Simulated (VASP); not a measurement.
# CoSn (P6_3mc) in VASP: single point with PBE

Aim: the single point of CoSn with PBE.

Everything below comes from runs of VASP 6.6.1. Logs are shortened: lines on timing, memory, paths and dates and some standing lists are left out, and cuts for length are marked.

## (1) The cell of the first run

The structure is hexagonal, space group P6_3mc (No. 186). The conventional cell has a = 3.883 Å, b = 3.883 Å, c = 6.338 Å, α = 90.00°, β = 90.00°, γ = 120.00°. Co (site symmetry 3m) has 4 Sn at 2.38 Å within 3.1 Å. Within 3.1 Å of Sn (site symmetry 3m) lie 4 Co at 2.38 Å.

The cell was built from a structure type or drawn by symmetry, and may not be a known phase.

## (2) Single point, PBE, collinear spin, ferromagnetic start

INCAR reads:

```
SYSTEM = CoSn
PREC     = Accurate       ! precision mode
ENCUT    = 520            ! plane-wave cutoff, eV
EDIFF    = 1E-7           ! SCF threshold, eV
ISMEAR   = 0              ! smearing method
SIGMA    = 0.1            ! smearing width, eV
LREAL    = .False.        ! projectors in reciprocal space
LASPH    = .True.         ! aspherical terms in the spheres
NELM     = 150            ! most SCF steps
ALGO     = Fast           ! electronic algorithm
ISIF     = 2              ! what is computed and relaxed
LWAVE    = .False.        ! write WAVECAR
LCHARG   = .False.        ! write CHGCAR
ISPIN    = 2              ! spin polarisation
MAGMOM   = 3 3 0 0        ! initial moments
LORBIT   = 11             ! projections on sites
LMAXMIX  = 4              ! l up to which the mixer works
GGA      = PE             ! functional
NBANDS   = 35             ! bands
```

KPOINTS reads:

```
Automatic mesh
0
Gamma
  6 6 4
  0 0 0
```

POSCAR reads:

```
CoSn
1.0
    3.8834925400      0.0000000000      0.0000000000
   -1.9417462700      3.3632031900      0.0000000000
    0.0000000000      0.0000000000      6.3379032400
Co Sn
2 2
Direct
    0.6666666700      0.3333333300      0.0000000000
    0.3333333300      0.6666666700      0.5000000000
    0.6666666700      0.3333333300      0.3750000000
    0.3333333300      0.6666666700      0.8750000000
```

Potentials or basis: VASP PAW PBE potentials, release 64 (Co, Sn_d).

Command:

```
> cat potpaw_PBE.64/Co/POTCAR potpaw_PBE.64/Sn_d/POTCAR > POTCAR
> mpirun -np 1 vasp_std > vasp.out
```

OUTCAR:

```text
SYSTEM = CoSn
   PREC = Accurate
   ENCUT = 520
   EDIFF = 1E-7
   ISMEAR = 0
   LREAL = .False.
   LASPH = .True.
   NELM = 150
   ISIF = 2
   ISPIN = 2
   LORBIT = 11
   GGA = PE

 ion  position               nearest neighbor table
   1  0.667  0.333  0.000-   3 2.38   4 2.38   4 2.38   4 2.38
   2  0.333  0.667  0.500-   4 2.38   3 2.38   3 2.38   3 2.38
   3  0.667  0.333  0.375-   1 2.38   2 2.38   2 2.38   2 2.38
   4  0.333  0.667  0.875-   2 2.38   1 2.38   1 2.38   1 2.38

  LATTYP: Found a hexagonal cell.
 ALAT       =     3.8834925400
 C/A-ratio  =     1.6320111793

  Lattice vectors:

 A1 = (   3.8834925400,   0.0000000000,   0.0000000000)
 A2 = (  -1.9417462700,   3.3632031900,   0.0000000000)
 A3 = (   0.0000000000,   0.0000000000,   6.3379032400)

Analysis of symmetry for initial positions (statically):
=====================================================================
 Subroutine PRICEL returns:
 Original cell was already a primitive cell.

 Routine SETGRP: Setting up the symmetry group for a
 hexagonal supercell.

 Subroutine GETGRP returns: Found 12 space group operations
 (whereof  6 operations were pure point group operations)
 out of a pool of 24 trial point group operations.

The static configuration has the point symmetry C_3v.
 The point group associated with its full space group is C_6v.

Analysis of symmetry for dynamics (positions and initial velocities):
=====================================================================
 Subroutine PRICEL returns:
 Original cell was already a primitive cell.

 Routine SETGRP: Setting up the symmetry group for a
 hexagonal supercell.

 Subroutine GETGRP returns: Found 12 space group operations
 (whereof  6 operations were pure point group operations)
 out of a pool of 24 trial point group operations.

The dynamic configuration has the point symmetry C_3v.
 The point group associated with its full space group is C_6v.

Analysis of structural, dynamic, and magnetic symmetry:
=====================================================================
 Subroutine PRICEL returns:
 Original cell was already a primitive cell.

 Routine SETGRP: Setting up the symmetry group for a
 hexagonal supercell.

 Subroutine GETGRP returns: Found 12 space group operations
 (whereof  6 operations were pure point group operations)
 out of a pool of 24 trial point group operations.

The overall configuration has the point symmetry C_3v.
 The point group associated with its full space group is C_6v.

 Subroutine INISYM returns: Found 12 space group operations
 (whereof  6 operations are pure point group operations),
 and found     1 'primitive' translations

----------------------------------------------------------------------------------------

                                     Primitive cell

  volume of cell :      82.7792

  direct lattice vectors                    reciprocal lattice vectors
     3.883492540  0.000000000  0.000000000     0.257500173  0.148667794  0.000000000
    -1.941746270  3.363203190  0.000000000     0.000000000  0.297335589  0.000000000
     0.000000000  0.000000000  6.337903240     0.000000000  0.000000000  0.157780888

  length of vectors
     3.883492540  3.883492536  6.337903240     0.297335588  0.297335589  0.157780888

  position of ions in fractional coordinates (direct lattice)
     0.666666670  0.333333330  0.000000000
     0.333333330  0.666666670  0.500000000
     0.666666670  0.333333330  0.375000000
     0.333333330  0.666666670  0.875000000

  ion indices of the primitive-cell ions
   primitive index   ion index
                 1           1
                 2           2
                 3           3
                 4           4

----------------------------------------------------------------------------------------

 KPOINTS: Automatic mesh

Automatic generation of k-mesh.
 Grid dimensions read from file:
 generate k-points for:    6    6    4

 Generating k-lattice:

  Cartesian coordinates                     Fractional coordinates (reciprocal lattice)
     0.042916695  0.024777966  0.000000000     0.166666667  0.000000000  0.000000000
     0.000000000  0.049555931  0.000000000     0.000000000  0.166666667  0.000000000
     0.000000000  0.000000000  0.039445222     0.000000000  0.000000000  0.250000000

  Length of vectors
     0.049555931  0.049555931  0.039445222

  Shift w.r.t. Gamma in fractional coordinates (k-lattice)
     0.000000000  0.000000000  0.000000000

 Subroutine IBZKPT returns following result:
 ===========================================

 Found     21 irreducible k-points:

 Following reciprocal coordinates:
            Coordinates               Weight
  0.000000  0.000000  0.000000      1.000000
  0.166667  0.000000  0.000000      6.000000
  0.333333  0.000000  0.000000      6.000000
  0.500000  0.000000  0.000000      3.000000
  0.166667  0.166667  0.000000      6.000000
  0.333333  0.166667  0.000000     12.000000
[... 13 lines left out ...]
  0.333333  0.166667  0.500000     12.000000
  0.333333  0.333333  0.500000      2.000000
   k-points           NKPTS =     21   k-points in BZ     NKDIM =     21   number of bands    NBANDS=     35
   number of dos      NEDOS =    301   number of ions     NIONS =      4
   total plane-waves  NPLWV =  43200
   dimension x,y,z NGX =    30 NGY =   30 NGZ =   48
   dimension x,y,z NGXF=    60 NGYF=   60 NGZF=   96
   ions per type =               2   2
   NGX,Y,Z   is equivalent  to a cutoff of  12.84, 12.84, 12.59 a.u.
   NGXF,Y,Z  is equivalent  to a cutoff of  25.69, 25.69, 25.18 a.u.
 SYSTEM =  CoSn
   PREC   = accura    normal or accurate (medium, high low for compatibility)
   ISTART =      0    job   : 0-new  1-cont  2-samecut
   ICHARG =      2    charge: 1-file 2-atom 10-const
   ISPIN  =      2    spin polarized calculation?
   LNONCOLLINEAR =      F non collinear calculations
   LSORBIT =      F    spin-orbit coupling
   LASPH  =      T    aspherical Exc in radial PAW
   ENCUT  =  520.0 eV  38.22 Ry    6.18 a.u.   7.22  7.22 11.78*2*pi/ulx,y,z
   NELM   =    150;   NELMIN=  2; NELMDL= -5     # of ELM steps
   EDIFF  = 0.1E-06   stopping-criterion for ELM
   LREAL  =      F    real-space projection
   EDIFFG = 0.1E-05   stopping-criterion for IOM
   NSW    =      0    number of steps for IOM
   IBRION =     -1    ionic relax: 0-MD 1-quasi-New 2-CG
   NFREE  =      0    steps in history (QN), initial steepest desc. (CG)
   ISIF   =      2    stress and relaxation
   ISYM   =      2    0-nonsym 1-usesym 2-fastsym
   POTIM  = 0.5000    time-step for ionic-motion
   TEBEG  =    0.0;   TEEND  =   0.0 temperature during run
   PSTRESS=    0.0 pullay stress
   NELECT =      46.0000    total number of electrons
   NUPDOWN=      -1.0000    fix difference up-down
   EMIN   =  10.00;   EMAX   =-10.00  energy-range for DOS
   EFERMI =   0.00;   METHOD = LEGACY
   ISMEAR =     0;   SIGMA  =   0.10  broadening in eV -4-tet -1-fermi 0-gaus
   EFERMI_NEDOS =   21; number of points for ismear=-14 and -15
   IALGO  =     68    algorithm
   IMIX   =      4    mixing-type and parameters
     AMIX     =   0.40;   BMIX     =  1.00
     AMIX_MAG =   1.60;   BMIX_MAG =  1.00
  volume/ion in A,a.u.               =      20.69       139.66
  Fermi-wavevector in a.u.,A,eV,Ry     =   1.345924  2.543427 24.647091  1.811510
  Thomas-Fermi vector in A             =   2.473797
   LORBIT       =     11    0 simple, 1 ext, 2 COOP (PROOUT), +10 PAW based schemes
   GGA     = PE    functional components
   LHFCALC =     F    Hartree Fock is set to
   AEXX    =    0.0000 exact exchange contribution
   IVDW    =     0    specifies the selected vdW correction
   LEPSILON=     F    determine dielectric tensor
   LRPA    =     F    only Hartree local field effects (RPA)
 spin polarized calculation
 RMM-DIIS sequential band-by-band and
 Gauss-broadening in eV      SIGMA  =   0.10
  energy-cutoff  :      520.00
  volume of cell :       82.78
 maximum number of plane-waves:      2250
 NGX is ok and might be reduce to    30
   NGX = 15   NGY = 15   NGZ = 23

 number of electron      45.9999994 magnetization       0.0003764

 Free energy of the ion-electron system (eV)
  ---------------------------------------------------
  ext. energy  EPLUGINS =         0.00000000
  ---------------------------------------------------
  free energy    TOTEN  =       -18.38201467 eV

  energy without entropy =      -18.35775846  energy(sigma->0) =      -18.36988657

 E-fermi :   6.9140     XC(G=0): -10.5637

 val. band max:        6.8875053250   @ k =   0.3333   0.1667   0.0000
 cond. band min:       6.9461034793   @ k =   0.0000   0.0000   0.2500
 fundamental gap:      0.0585981544
 Fermi energy:         6.9140051849

 spin component 1

 k-point     1 :       0.0000    0.0000    0.0000
  band No.  band energies     occupation
      1     -13.8524      1.00000
      2     -13.8484      1.00000
      3     -13.8369      1.00000
      4     -13.8369      1.00000
      5     -13.8360      1.00000
      6     -13.8360      1.00000
[... 787 lines left out ...]
     34      18.5628      0.00000
     35      18.9237      0.00000
 Fermi energy:         6.9140051849

 spin component 2

 k-point     1 :       0.0000    0.0000    0.0000
  band No.  band energies     occupation
      1     -13.8524      1.00000
      2     -13.8484      1.00000
      3     -13.8370      1.00000
      4     -13.8370      1.00000
      5     -13.8360      1.00000
      6     -13.8360      1.00000
[... 787 lines left out ...]
     34      18.5585      0.00000
     35      18.9235      0.00000

------------------------ aborting loop because EDIFF is reached ----------------------------------------

  FORCE on cell =-STRESS in cart. coord.  units (eV):
  Direction    XX          YY          ZZ          XY          YZ          ZX
  --------------------------------------------------------------------------------------
  -------------------------------------------------------------------------------------
  Total        6.4153124      6.4153124      5.8884357      0.0000000      0.0000000     -0.0000000
  in kB      124.1672908    124.1672904    113.9696802      0.0000000      0.0000000     -0.0000000
  external PRESSURE =     120.7680872 kB  Pullay stress =       0.0000000 kB

 VOLUME and BASIS-vectors are now :
 -----------------------------------------------------------------------------
  energy-cutoff  :      520.00
  volume of cell :       82.78
      direct lattice vectors                 reciprocal lattice vectors
     3.883492540  0.000000000  0.000000000     0.257500173  0.148667794  0.000000000
    -1.941746270  3.363203190  0.000000000     0.000000000  0.297335589  0.000000000
     0.000000000  0.000000000  6.337903240     0.000000000  0.000000000  0.157780888

 POSITION                                       TOTAL-FORCE (eV/Angst)
 -----------------------------------------------------------------------------------
      1.94175      1.12107      0.00000         0.000000     -0.000000     -0.185082
     -0.00000      2.24214      3.16895         0.000000      0.000000     -0.185082
      1.94175      1.12107      2.37671        -0.000000      0.000000      0.185082
     -0.00000      2.24214      5.54567         0.000000     -0.000000      0.185082
 -----------------------------------------------------------------------------------
    total drift:                                0.000001     -0.000001     -0.000196

  FREE ENERGIE OF THE ION-ELECTRON SYSTEM (eV)
  ---------------------------------------------------
  free  energy   TOTEN  =       -18.3820146699 eV

  energy  without entropy=      -18.3577584633  energy(sigma->0) =      -18.36988657

 total charge

# of ion       s       p       d       tot
------------------------------------------
    1        0.500   0.317   7.591   8.408
    2        0.500   0.317   7.591   8.408
    3        1.215   1.278  10.050  12.543
    4        1.215   1.278  10.050  12.543
--------------------------------------------------
tot          3.430   3.190  35.282  41.902

 magnetization (x)

# of ion       s       p       d       tot
------------------------------------------
    1        0.000   0.000   0.000   0.000
    2        0.000   0.000   0.000   0.000
    3       -0.000  -0.000   0.000  -0.000
    4       -0.000  -0.000   0.000  -0.000
--------------------------------------------------
tot          0.000  -0.000   0.000   0.000
```

Run time: 1.7 min. Hardware: 1 thread of Intel Xeon 6975P-C (Granite Rapids), shared host; peak memory 0.28 GiB.

Results:

* Free energy: -18.3820 eV
* Pressure: 12.1 GPa
* Largest force: 0.185 eV/Å
* Band gap on the k mesh: zero (filled and empty bands overlap)
* Net moment: 0.00 μB per cell
* Valence electrons inside the program's atomic spheres: Co 8.41; Sn 12.54

Forces in eV/Å, atoms in the order of the input:
```
Co   0.000  0.000 -0.185
Co   0.000  0.000 -0.185
Sn   0.000  0.000  0.185
Sn   0.000  0.000  0.185
```

Caveat: the cell stands under pressure; spin-orbit coupling is left out, which moves the levels of the heavy elements.
